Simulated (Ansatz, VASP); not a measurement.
## HfO2 in VASP and in Ansatz

```
Hf O
1.0
     3.55802    0.00000    0.00000
     0.00000    3.55802    0.00000
     0.00000    0.00000    5.17186
Hf O
2 4
Direct
  0.50000 0.50000 0.50000
  0.00000 0.00000 0.00000
  0.00000 0.50000 0.69721
  0.50000 0.00000 0.80279
  0.50000 0.00000 0.30279
  0.00000 0.50000 0.19721
```

Alike in both runs: task single point; functional PBE; k mesh 6 × 6 × 4; no spin polarisation.

|  | VASP | Ansatz |
| --- | --- | --- |
| version | VASP 6.6.1 | Ansatz 0.2.0 |
| potentials or method | VASP PAW PBE potentials, release 64 (Hf_pv, O) | plane waves, PAW |
| plane-wave cutoff (eV) | 520 | 420 |
| occupations | gaussian, width 0.01 eV | fixed |
| valence electrons in the cell | 44 | 76 |

```csv
,VASP,Ansatz,Ansatz less VASP
rms of the force components (eV/Å),0.047,0.066,+0.0194
```

Atom by atom the forces differ by 0.019 eV/Å (rms over components). VASP's potentials hold 44 valence electrons a cell and Ansatz's 76, so a difference there can come from the potentials and not from the codes.

Neither program's run includes spin-orbit coupling.
